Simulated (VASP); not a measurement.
Runs of VASP 6.6.1 on Sr. The structure is that of space group I4/mmm (No. 139), or close to it. The cells are those of the table. 

| cell | gap on the mesh (eV) | pressure (GPa) |
| --- | --- | --- |
| a = 4.420 Å, angles 113.5, 101.8, 113.5°, 1 atom | none | (a) |
| a = 4.001 Å, angles 105.4, 118.0, 105.4°, 1 atom | none | -0.1 |
| a = 4.392 Å, angles 113.0, 102.7, 113.0°, 1 atom | none | -2.4 |
| a = 4.049 Å, angles 106.4, 115.8, 106.4°, 1 atom | none | (b) |
| a = 4.363 Å, angles 112.5, 103.6, 112.5°, 1 atom | none | -2.4 |
| a = 4.098 Å, angles 107.4, 113.6, 107.4°, 1 atom | none | -1.2 |
| a = 4.308 Å, angles 111.5, 105.5, 111.5°, 1 atom | none | -2.2 |

Alike in all rows: task single point; level LDA; potentials or basis VASP PAW LDA potentials, release 64 (Sr_sv); no spin polarisation; k mesh 14 × 14 × 14; cutoff (eV) 520; smearing gaussian 0.15 eV.

Estimate the missing entries.

(a) -2.5; (b) -0.7.

A k mesh can miss the band edges, and the runs leave out spin-orbit coupling on Sr.

A gap of «none» marks levels without a gap at the run's occupations.
